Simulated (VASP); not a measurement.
Here is a VASP 6.6.1 calculation.

The input INCAR:

```
PREC = Accurate
ENCUT = 520
EDIFF = 1E-6
ISMEAR = -1
SIGMA = 0.02
LREAL = F
LASPH = T
NELM = 80
ALGO = Normal
ISIF = 2
LWAVE = F
LCHARG = F
GGA = PE
NBANDS = 16
```

The input KPOINTS:

```
regular mesh
0
Gamma
  6 6 6
```

File POSCAR:

```
HgTe
1.0
    3.8060201133      0.0000000000      0.0000000000
    0.0000000000      3.8060201133      0.0000000000
    0.0000000000      0.0000000000      3.8060201133
Hg Te
1 1
Direct
    0.0000000000      0.0000000000      0.0000000000
    0.5000000000      0.5000000000      0.5000000000
```

Potentials or basis: VASP PAW PBE potentials, release 64 (Hg, Te).

Run with:

```bash
$ cat potpaw_PBE.64/Hg/POTCAR potpaw_PBE.64/Te/POTCAR > POTCAR
$ mpirun -np 1 vasp_std > vasp.out
```

Question: What does it give for the pressure?

Answer: 0.1 GPa.

Question: Predict the band gap on the k mesh.

Answer: Zero (band 9 reaches 5.33 eV, above the bottom of band 10 at 3.56 eV).

Caveat: spin-orbit coupling is left out, which moves the levels of the heavy elements.
